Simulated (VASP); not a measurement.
Input of a VASP 6.6.1 run:

File POSCAR:

```
V
1.0
   -1.5130000000      1.5130000000      1.5130000000
    1.5130000000     -1.5130000000      1.5130000000
    1.5130000000      1.5130000000     -1.5130000000
V
1
Direct
    0.0000000000      0.0000000000      0.0000000000
```

File INCAR.step1:

```
SYSTEM = V
PREC     = Accurate       ! precision mode
ENCUT    = 520            ! plane-wave cutoff, eV
ISMEAR   = -1             ! smearing method
SIGMA    = 0.1            ! smearing width, eV
LREAL    = .FALSE.        ! projectors in reciprocal space
LASPH    = .TRUE.         ! aspherical terms in the spheres
NELM     = 150            ! most SCF steps
ISPIN    = 2              ! spin polarisation
MAGMOM   = 0.72           ! initial moments
NUPDOWN  = 0.72           ! fixed moment
LMAXMIX  = 4              ! l up to which the mixer works
NBANDS   = 16             ! bands
GGA      = PE             ! functional
ALGO     = Normal         ! electronic algorithm
EDIFF    = 1E-4           ! SCF threshold, eV
LWAVE    = .TRUE.         ! write WAVECAR
LCHARG   = .FALSE.        ! write CHGCAR
```

The input INCAR.step2:

```
SYSTEM = V
PREC     = Accurate       ! precision mode
ENCUT    = 520            ! plane-wave cutoff, eV
EDIFF    = 1E-7           ! SCF threshold, eV
ISMEAR   = -1             ! smearing method
SIGMA    = 0.1            ! smearing width, eV
LREAL    = .FALSE.        ! projectors in reciprocal space
LASPH    = .TRUE.         ! aspherical terms in the spheres
NELM     = 150            ! most SCF steps
ALGO     = Normal         ! electronic algorithm
ISIF     = 2              ! what is computed and relaxed
LWAVE    = .FALSE.        ! write WAVECAR
LCHARG   = .FALSE.        ! write CHGCAR
ISPIN    = 2              ! spin polarisation
MAGMOM   = 0.72           ! initial moments
LORBIT   = 11             ! projections on sites
NUPDOWN  = 0.72           ! fixed moment
LMAXMIX  = 4              ! l up to which the mixer works
METAGGA  = R2SCAN         ! meta-GGA
LMIXTAU  = .TRUE.       
NBANDS   = 16             ! bands
ISTART   = 1
```

KPOINTS

```
Automatic mesh
0
G
  12 12 12
  0 0 0
```

Potentials or basis: VASP PAW PBE potentials, release 64 (V_sv).

Run with:

```bash
$ cat potpaw_PBE.64/V_sv/POTCAR > POTCAR
$ cp INCAR.step1 INCAR
$ mpirun -np 1 vasp_std > vasp.out
$ cp INCAR.step2 INCAR
$ mpirun -np 1 vasp_std > vasp.out
```

Task: Predict the pressure.

Result: -4.2 GPa.

Caveat: the PAW data sets were made with another functional, which shifts forces and pressure a little; the total moment is fixed, so each spin has its own Fermi level.
